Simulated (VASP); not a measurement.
The system is HfMoC2.

```
CELL_PARAMETERS angstrom
3.19142 0.00000 0.00000
0.00000 3.19142 0.00000
0.00000 0.00000 4.48516
ATOMIC_POSITIONS crystal
Hf 0.00000 0.00000 0.00000
Mo 0.50000 0.50000 0.50000
C 0.50000 0.50000 0.00000
C 0.00000 0.00000 0.50000
```

```yaml
Program: VASP 6.6.1
Task: relaxation of cell and atoms
Functional: PBEsol
Potentials_or_basis: VASP PAW PBE potentials, release 64 (Hf_pv, Mo_sv, C)
Cutoff: 600 eV
k_mesh: 8 × 8 × 6
Occupations: fermi-dirac, width 0.05 eV
Spin: no spin polarisation
Hubbard_terms: Hf d U = 2.0 eV, Mo d U = 2.0 eV
```

At the start: pressure -3.5 GPa; volume 11.42 Å³/atom.

How do energy, volume and symmetry change on relaxing?

Over 7 steps the energy falls by 2.4 meV/atom and the volume is 11.28 Å³/atom (-1.2 %); space group P4/mmm (No. 123, to 0.05 Å).

The path:
| step | energy change (eV) | largest force (eV/Å) | pressure (GPa) | volume (Å³) |
| --- | --- | --- | --- | --- |
| 1 | 0.0000 | 0.0000 | -3.47 | 45.68 |
| 2 | 0.0165 | 0.0000 | 7.28 | 44.06 |
| 3 | -0.0090 | 0.0000 | 0.36 | 45.07 |
| 4 | -0.0090 | 0.0000 | 0.43 | 45.06 |
| 5 | -0.0093 | 0.0000 | -0.19 | 45.16 |
| 6 | -0.0095 | 0.0000 | 0.07 | 45.12 |
| 7 | -0.0095 | 0.0000 | 0.05 | 45.11 |

Final structure:
```
Hf Mo C
1.0
     3.18706    0.00000    0.00000
     0.00000    3.18706    0.00000
     0.00000    0.00000    4.44161
Hf Mo C
1 1 2
Direct
  0.00000 0.00000 0.00000
  0.50000 0.50000 0.50000
  0.50000 0.50000 0.00000
  0.00000 0.00000 0.50000
```

Caveat: the PAW data sets were made with another functional, which shifts forces and pressure a little; U without spin polarisation on a metal has little footing; the U is typed as a test and isn't derived for this compound.
